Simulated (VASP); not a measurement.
# Ca in VASP: further runs, part 2 of 2

VASP 6.6.1. The steps go on from the part before.

## 3. Relaxation of cell and atoms, PBEsol, target pressure 20 GPa, at which the enthalpy is minimised

INCAR reads:

```
SYSTEM = Ca
ALGO = Fast
EDIFF = 1E-6
EDIFFG = -0.01
ENCUT = 600
GGA = PS
IBRION = 2
ISIF = 3
ISMEAR = -1
LASPH = .TRUE.
LCHARG = .FALSE.
LREAL = .FALSE.
LWAVE = .FALSE.
NELM = 80
NSW = 60
PREC = Accurate
PSTRESS = 200.0
SIGMA = 0.05
```

KPOINTS reads:

```
k-points
0
G
  8 8 8
  0 0 0
```

POSCAR reads:

```
Ca
1.0
    0.0000000000      2.7942000000      2.7942000000
    2.7942000000      0.0000000000      2.7942000000
    2.7942000000      2.7942000000      0.0000000000
Ca
1
Direct
    0.0000000000      0.0000000000      0.0000000000
```

Potentials or basis: VASP PAW PBE potentials, release 64 (Ca_sv).

The run is started by

```console
cat potpaw_PBE.64/Ca_sv/POTCAR > POTCAR
mpirun -np 1 vasp_std > vasp.out
```

Run time: 89 s. Hardware: 1 thread of Intel Xeon Platinum 8259CL at 2.50GHz (Skylake/Cascade Lake), shared host; peak memory 0.2 GiB.

Results (log left out):

| Property | Result |
| --- | --- |
| Free energy | -1.4337 eV |
| Relaxed volume | 24.43 Å³/atom |
| Relaxed cell | a = 3.257 Å, b = 3.257 Å, c = 3.257 Å, α = 60.00°, β = 60.00°, γ = 60.00° |
| Space group after relaxing (to 0.05 Å) | Fm-3m (No. 225) |
| Energy change on relaxing (the enthalpy is what falls) | +694.8 meV/atom |
| Ionic steps | 6 |
| Pressure after relaxing | 20.0 GPa |

The path:
```tsv
step	energy change (eV)	largest force (eV/Å)	pressure (GPa)	volume (Å³)
1	0.0000	0.0000	-1.14	43.63
2	2.4334	0.0000	55.22	16.44
3	0.9006	0.0000	18.27	24.58
4	0.7555	0.0000	21.33	23.96
5	0.6730	0.0000	19.55	24.60
6	0.6948	0.0000	19.99	24.43
```

Final structure:
```yaml
crystal:
  lattice:
    - [0.00000, 2.30293, 2.30293]
    - [2.30293, 0.00000, 2.30293]
    - [2.30293, 2.30293, 0.00000]
  atoms:
    - { symbol: Ca, position: [0.00000, 0.00000, 0.00000] }
```

Levels at points of the mesh, in eV from the Fermi level:
```tsv
k point	band 3	band 4	band 5	band 6	band 7	band 8
(0.00, 0.00, 0.00)	-21.44	-21.44	-4.74	2.98	2.98	2.98
(0.50, 0.00, 0.00)	-21.55	-21.55	-1.29	0.99	2.76	2.76
(0.50, 0.50, 0.00)	-21.74	-21.74	-1.27	-0.03	2.86	6.28
```

Caveat: the cell is relaxed towards a set pressure, so the enthalpy falls and the energy may rise; the volume moved by over 15 % at a fixed basis, so the end points are rough; the PAW data sets were made with another functional, which shifts forces and pressure a little.

## 4. Relaxation of cell and atoms, PBEsol, target pressure 30 GPa, at which the enthalpy is minimised

INCAR reads:

```
ALGO = Normal
EDIFF = 1E-7
EDIFFG = -0.01
ENCUT = 600
GGA = PS
IBRION = 2
ISIF = 3
ISMEAR = -1
LASPH = True
LCHARG = False
LREAL = False
LWAVE = False
NELM = 100
NSW = 60
PREC = Accurate
PSTRESS = 300.0
SIGMA = 0.05
```

KPOINTS reads:

```
k-points
0
Gamma
  8 8 8
```

POSCAR is that of step 3.

The run is started by

```console
cat potpaw_PBE.64/Ca_sv/POTCAR > POTCAR
mpirun -np 1 vasp_std > vasp.out
```

Run time: 66 s. Hardware: 1 thread of Intel Xeon Platinum 8259CL at 2.50GHz (Skylake/Cascade Lake), shared host; peak memory 0.21 GiB.

Results (log left out):

* Free energy: -0.9424 eV
* Relaxed volume: 21.26 Å³/atom
* Relaxed cell: a = 3.109 Å, b = 3.109 Å, c = 3.109 Å, α = 60.00°, β = 60.00°, γ = 60.00°
* Space group after relaxing (to 0.05 Å): Fm-3m (No. 225)
* Energy change on relaxing (the enthalpy is what falls): +1186.1 meV/atom
* Ionic steps: 7
* Pressure after relaxing: 30.0 GPa
* Band gap on the k mesh: zero (band 5 reaches 5.34 eV, above the bottom of band 6 at 5.05 eV)

Step by step:
| step | energy change (eV) | largest force (eV/Å) | pressure (GPa) | volume (Å³) |
| --- | --- | --- | --- | --- |
| 1 | 0.0000 | 0.0000 | -1.14 | 43.63 |
| 2 | 6.9786 | 0.0000 | 192.80 | 9.00 |
| 3 | 0.9205 | 0.0000 | 24.86 | 22.81 |
| 4 | 1.1440 | 0.0000 | 29.21 | 21.49 |
| 5 | 1.2075 | 0.0000 | 30.39 | 21.14 |
| 6 | 1.1805 | 0.0000 | 29.89 | 21.29 |
| 7 | 1.1861 | 0.0000 | 30.00 | 21.26 |

Final structure:
```
Ca
1.0
     0.00000    2.19867    2.19867
     2.19867    0.00000    2.19867
     2.19867    2.19867    0.00000
Ca
1
Cartesian
  0.0000 0.0000 0.0000
```

Levels at points of the mesh, in eV from the Fermi level:
| k point | band 2 | band 3 | band 4 | band 5 | band 6 | band 7 | band 8 | band 9 |
| --- | --- | --- | --- | --- | --- | --- | --- | --- |
| (0.00, 0.00, 0.00) | -21.07 | -21.07 | -21.07 | -4.74 | 3.12 | 3.12 | 3.12 | 5.42 |
| (0.50, 0.00, 0.00) | -22.37 | -21.22 | -21.22 | -1.38 | 1.63 | 2.86 | 2.86 | 6.94 |
| (0.50, 0.50, 0.00) | -22.26 | -21.50 | -21.50 | -1.59 | -0.30 | 3.76 | 6.95 | 7.36 |

Caveat: the cell is relaxed towards a set pressure, so the enthalpy falls and the energy may rise; the volume moved by over 15 % at a fixed basis, so the end points are rough; the PAW data sets were made with another functional, which shifts forces and pressure a little.

## 5. Single point, BLYP (the cell strained at random)

INCAR reads:

```
PREC = Accurate
ENCUT = 520
EDIFF = 1E-6
ISMEAR = 1
SIGMA = 0.2
LREAL = F
LASPH = T
NELM = 100
ALGO = Normal
ISIF = 2
LWAVE = F
LCHARG = F
GGA = B5
ALDAX = 1.0
AGGAX = 1.0
AGGAC = 1.0
ALDAC = 0.0
NBANDS = 11
```

KPOINTS reads:

```
Automatic mesh
0
Gamma
  8 8 8
```

POSCAR reads:

```
Ca
1.0
    0.0092150000      2.8669070000      2.8584950000
    2.7361420000      0.0688170000      2.7988930000
    2.7732270000      2.8443900000      0.0317320000
Ca
1
Direct
    0.0013300000      0.0022190000      0.0048140000
```

Potentials or basis: VASP PAW PBE potentials, release 64 (Ca_sv).

The run is started by

```console
cat potpaw_PBE.64/Ca_sv/POTCAR > POTCAR
mpirun -np 1 vasp_std > vasp.out
```

OUTCAR:

```text
PREC = Accurate
   ENCUT = 520
   EDIFF = 1E-6
   ISMEAR = 1
   LREAL = F
   LASPH = T
   NELM = 100
   ISIF = 2
   GGA = B5

 ion  position               nearest neighbor table
   1  0.001  0.002  0.005-

  Warning from LATTYP: Got some problem with cell dimensions!
  Tried to take original basis but could not verify dimensions!
  LATTYP: Found a triclinic cell.
 ALAT       =     3.9727005154
 B/A-ratio  =     1.0190764243
 C/A-ratio  =     0.9866046393
 COS(alpha) =     0.0030082926
 COS(beta)  =     0.5079879636
 COS(gamma) =     0.5142477508

  Lattice vectors:

 A1 = (  -2.7732270000,  -2.8443900000,  -0.0317320000)
 A2 = (  -0.0092150000,  -2.8669070000,  -2.8584950000)
 A3 = (  -0.0370850000,  -2.7755730000,   2.7671610000)

Analysis of symmetry for initial positions (statically):
=====================================================================
 Subroutine PRICEL returns:
 Original cell was already a primitive cell.

 Routine SETGRP: Setting up the symmetry group for a
 triclinic supercell.

 Subroutine GETGRP returns: Found  2 space group operations
 (whereof  1 operations were pure point group operations)
 out of a pool of  2 trial point group operations.

[... 165 lines left out ...]
 cond. band min:       2.2551653748   @ k =  -0.2500   0.3750   0.3750
 fundamental gap:      0.0182534041
 Fermi energy:         2.2452250000

 k-point     1 :       0.0000    0.0000    0.0000
  band No.  band energies     occupation
      1     -39.8331      2.00000
      2     -20.8755      2.00000
      3     -20.8750      2.00000
      4     -20.8727      2.00000
      5      -1.6566      2.00000
      6       4.2266     -0.00000
      7       4.3593     -0.00000
      8       4.4752     -0.00000
      9       5.2685     -0.00000
     10       5.3982     -0.00000
     11      11.3678      0.00000
[... 309 lines left out ...]
 k-point    24 :       0.2500    0.3750   -0.0000
  band No.  band energies     occupation
      1     -39.8215      2.00000
      2     -20.9664      2.00000
      3     -20.9052      2.00000
      4     -20.9030      2.00000
      5       0.4621      2.00000
      6       3.1393     -0.00000
      7       3.7865     -0.00000
      8       5.0272     -0.00000
      9       5.4160     -0.00000
     10       5.8772     -0.00000
     11       9.0315      0.00000

 [... further k-points ...]
[... 5 lines left out ...]
  --------------------------------------------------------------------------------------
  -------------------------------------------------------------------------------------
  Total       -0.0825211     -0.1207753     -0.1141145     -0.0591685     -0.1131213      0.0343314
  in kB       -3.0302123     -4.4349270     -4.1903385     -2.1726934     -4.1538649      1.2606637
  external PRESSURE =      -3.8851593 kB  Pullay stress =       0.0000000 kB

 VOLUME and BASIS-vectors are now :
 -----------------------------------------------------------------------------
  energy-cutoff  :      520.00
  volume of cell :       43.63
      direct lattice vectors                 reciprocal lattice vectors
     0.009215000  2.866907000  2.858495000    -0.182412202  0.175907367  0.173997459
     2.736142000  0.068817000  2.798893000     0.184262744 -0.181678872  0.181619505
     2.773227000  2.844390000  0.031732000     0.179398187  0.178664857 -0.179768964

 POSITION                                       TOTAL-FORCE (eV/Angst)
 -----------------------------------------------------------------------------------
      0.01943      0.01766      0.01017         0.000000      0.000000      0.000000
 -----------------------------------------------------------------------------------
    total drift:                                0.000003     -0.000004      0.000000

  FREE ENERGIE OF THE ION-ELECTRON SYSTEM (eV)
  ---------------------------------------------------
  free  energy   TOTEN  =        -1.2391578635 eV

  energy  without entropy=       -1.2377567099  energy(sigma->0) =       -1.23869081
```

It took 3.7 min on 1 thread of AMD EPYC 7R13, shared host; peak memory 0.23 GiB.

What came out:

* Free energy: -1.2392 eV
* Pressure: -0.4 GPa
* Band gap on the k mesh: zero (band 5 reaches 2.45 eV, above the bottom of band 6 at 2.11 eV)

Caveat: the cell differs from its parent crystal (the cell strained at random); the PAW data sets were made with another functional, which shifts forces and pressure a little.

## 6. Overview

| task | level | cell | cutoff (eV) | smearing | gap on the mesh (eV) | pressure (GPa) |
| --- | --- | --- | --- | --- | --- | --- |
| relaxation of cell and atoms | PBEsol | relaxed to 10 GPa from a = 3.952 Å, angles 60.0°, 1 atom | 600 | fermi-dirac 0.05 eV | 0.21 | 9.9 |
| relaxation of cell and atoms | PBEsol | relaxed to 20 GPa from a = 3.952 Å, angles 60.0°, 1 atom | 600 | fermi-dirac 0.05 eV | - | 20.0 |
| relaxation of cell and atoms | PBEsol | relaxed to 30 GPa from a = 3.952 Å, angles 60.0°, 1 atom | 600 | fermi-dirac 0.05 eV | none | 30.0 |
| single point | BLYP | a = 4.048, b = 3.915, c = 3.973 Å, angles 59.6, 59.1, 58.7°, 1 atom | 520 | methfessel-paxton 0.2 eV | none | -0.4 |

Alike in all rows: potentials or basis VASP PAW PBE potentials, release 64 (Ca_sv); no spin polarisation; k mesh 8 × 8 × 8.

Caveats: the PAW data sets were made with another functional, which shifts forces and pressure a little; the cell is relaxed towards a set pressure, so the enthalpy falls and the energy may rise (some runs); the volume moved by over 15 % at a fixed basis, so the end points are rough (some runs).

Total energies depend on the potentials used, so only differences within one code and one set of settings carry meaning.
